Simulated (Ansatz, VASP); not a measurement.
# Sr in VASP and in Ansatz

```
CELL_PARAMETERS angstrom
4.20225 0.00000 0.00000
-2.10113 3.63926 0.00000
0.00000 0.00000 7.40250
ATOMIC_POSITIONS crystal
Sr 0.33333 0.66667 0.25000
Sr 0.66667 0.33333 0.75000
```

Change from the starting cell: strain -0.025 along x and y, +0.050 along z, atoms carried along.

Alike in both runs: task single point; functional r2SCAN; k mesh 12 × 12 × 8; occupations gaussian, width 0.15 eV; no spin polarisation.

|  | VASP | Ansatz |
| --- | --- | --- |
| version | VASP 6.6.1 | Ansatz 0.2.0 |
| potentials or method | VASP PAW PBE potentials, release 64 (Sr_sv), cutoff 520 eV | scalar-relativistic, plane waves, PAW |
| valence electrons in the cell | 20 | 20 |

|  | VASP | Ansatz | Ansatz less VASP |
| --- | --- | --- | --- |
| gap on the k mesh at the Fermi level (eV) | none | none | - |
| pressure (GPa) | 0.1 | 0.1 | -0.01 |
| traceless stress, the component that is largest in VASP (GPa) | -1.14 | -1.14 | +0.001 |

VASP's potentials were made for PBE, not for r2SCAN. A gap of «none» marks a metal or a gap that the smearing closes.
